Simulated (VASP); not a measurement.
Write the native input for VASP 6.6.1 that does the following.

| Property | Result |
| --- | --- |
| Task | single point |
| Functional | HF |
| Potentials or basis | VASP PAW PBE potentials, release 64 (Na_pv, F) |
| Cutoff | 520 eV |
| k mesh | 6 × 6 × 6 |
| Occupations | gaussian, width 0.01 eV |
| Spin | no spin polarisation |
| Dipole correction | no |
| Grid for exact exchange (PRECFOCK) | Normal |
| Further INCAR settings | ALGO = Normal; EDIFF = 1e-06; NBANDS = 14 |
| Share of exact exchange | 1 |

NaF:

```xyz
2
Lattice="0.0000 2.2972 2.2972 2.2972 0.0000 2.2972 2.2972 2.2972 0.0000" Properties=species:S:1:pos:R:3 pbc="T T T"
Na    0.0000    0.0000    0.0000
F     2.2972    2.2972    2.2972
```

One way to write it, as run:

POSCAR

```
NaF
1.0
    0.0000000000      2.2972417820      2.2972417820
    2.2972417820      0.0000000000      2.2972417820
    2.2972417820      2.2972417820      0.0000000000
Na F
1 1
Direct
    0.0000000000      0.0000000000      0.0000000000
    0.5000000000      0.5000000000      0.5000000000
```

INCAR.step1

```
ALGO = Normal
EDIFF = 1E-5
ENCUT = 520
GGA = PE
ISIF = 2
ISMEAR = 0
LASPH = True
LCHARG = False
LREAL = False
LWAVE = True
NBANDS = 14
NELM = 80
PREC = Accurate
SIGMA = 0.01
```

INCAR.step2

```
AEXX = 1.0
AGGAC = 0.0
ALDAC = 0.0
ALGO = Normal
EDIFF = 1E-6
ENCUT = 520
GGA = PE
ISIF = 2
ISMEAR = 0
ISTART = 1
LASPH = True
LCHARG = False
LHFCALC = True
LREAL = False
LWAVE = False
NBANDS = 14
NELM = 80
PREC = Accurate
PRECFOCK = Normal
SIGMA = 0.01
```

KPOINTS

```
k-points
0
Gamma
  6 6 6
```

Potentials or basis: VASP PAW PBE potentials, release 64 (Na_pv, F).

The run is started by

```console
$ cat potpaw_PBE.64/Na_pv/POTCAR potpaw_PBE.64/F/POTCAR > POTCAR
$ cp INCAR.step1 INCAR
$ mpirun -np 1 vasp_std > vasp.out
$ cp INCAR.step2 INCAR
$ mpirun -np 1 vasp_std > vasp.out
```

It gave:

* Pressure: 1.6 GPa
* Band gap on the k mesh: 18.52 eV

Caveat: the PAW data sets were made with another functional, which shifts forces and pressure a little.

Wall time 17 min on 1 thread of Intel(R) Xeon(R) Platinum 8375C CPU @ 2.90GHz (Ice Lake) (shared host), peak memory 0.15 GiB.
